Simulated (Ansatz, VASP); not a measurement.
**Ge in VASP and in Ansatz**

INCAR

```
PREC = Accurate ; ENCUT = 520
EDIFF = 1E-7 ; ISMEAR = -1
SIGMA = 0.05 ; LREAL = False
LASPH = True ; NELM = 100
ALGO = Normal ; ISIF = 2
LWAVE = False ; LCHARG = False
GGA = PS ; NBANDS = 21
```

File KPOINTS:

```
regular mesh
0
Gamma
  11 11 11
```

Contents of POSCAR:

```
Ge
1.0
    0.0000000000      2.8193091601      2.8193091601
    2.8193091601      0.0000000000      2.8193091601
    2.8193091601      2.8193091601      0.0000000000
Ge
2
Direct
    0.5000000000      0.5000000000      0.5000000000
    0.7500000000      0.7500000000      0.7500000000
```

Input for Ansatz:

```yaml
crystal:
  lattice:
    - [0.0, 2.8193091601, 2.8193091601]
    - [2.8193091601, 0.0, 2.8193091601]
    - [2.8193091601, 2.8193091601, 0.0]
  atoms:
    - { symbol: Ge, position: [0.5, 0.5, 0.5] }
    - { symbol: Ge, position: [0.75, 0.75, 0.75] }
kpoints:
  mp_grid: { grid: [11, 11, 11] }
  band_path:
    path:
      - [0.0, 0.0, 0.0]
      - [0.5, 0.0, 0.5]
      - [0.625, 0.25, 0.625]
      - [0.375, 0.375, 0.75]
      - [0.0, 0.0, 0.0]
      - [0.5, 0.5, 0.5]
      - [0.5, 0.25, 0.75]
      - [0.5, 0.0, 0.5]
    npoints: 5
scf:
  occupations: { method: fermi_dirac, width: 0.05 }
hamiltonian:
  xc: pbesol
  pseudopotentials: { kind: all_electron, lapw: { basis_error: 0.0005 } }
output:
  forces: true
  stress: true
  eigenvalues: true
```

Change from the starting cell: volume scaled by 0.99.

Alike in both runs: task single point; functional PBEsol; k mesh 11 × 11 × 11; occupations fermi-dirac, width 0.05 eV; no spin polarisation.

```csv
,VASP,Ansatz
version,VASP 6.6.1,Ansatz 0.2.0
potentials or method,"VASP PAW PBE potentials, release 64 (Ge_d), cutoff 520 eV","all-electron LAPW, scalar-relativistic"
```

```csv
,VASP,Ansatz,Ansatz less VASP
pressure (GPa),1.3,1.4,+0.10
```

VASP's potentials were made for PBE, not for PBEsol. Ansatz ran all-electron here, and VASP with PAW potentials.
